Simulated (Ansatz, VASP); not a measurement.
In3GaAs4 in VASP and in Ansatz

```
CELL_PARAMETERS angstrom
6.07716 0.00000 0.00000
0.00000 6.07716 0.00000
0.00000 0.00000 6.07716
ATOMIC_POSITIONS crystal
In 0.50000 0.00000 0.50000
In 0.00000 0.50000 0.50000
In 0.50000 0.50000 0.00000
Ga 0.00000 0.00000 0.00000
As 0.76012 0.76012 0.23988
As 0.76012 0.23988 0.76012
As 0.23988 0.76012 0.76012
As 0.23988 0.23988 0.23988
```

Alike in both runs: functional PBE; k mesh 6 × 6 × 6; occupations gaussian, width 0.1 eV; no spin polarisation.

Ansatz relaxed the structure, and its values are those at the end. VASP's run is a single point on that final structure, the one shown.

|  | VASP | Ansatz |
| --- | --- | --- |
| version | VASP 6.6.1 | Ansatz 0.2.0 |
| potentials or method | VASP PAW PBE potentials, release 64 (In_d, Ga_d, As), cutoff 520 eV | scalar-relativistic, plane waves, PAW |
| valence electrons in the cell | 72 | 112 |

|  | VASP | Ansatz | Ansatz less VASP |
| --- | --- | --- | --- |
| gap on the k mesh at the Fermi level (eV) | none | none | - |
| pressure (GPa) | 0.1 | 0.0 | -0.07 |
| rms of the force components (eV/Å) | 0.004 | 0.002 | -0.0026 |

A gap of «none» marks a metal or a gap that the smearing closes. With one functional, cell and mesh, what is left measures potentials, basis and numerics. VASP's potentials hold 72 valence electrons a cell and Ansatz's 112, so a difference there can come from the potentials and not from the codes.
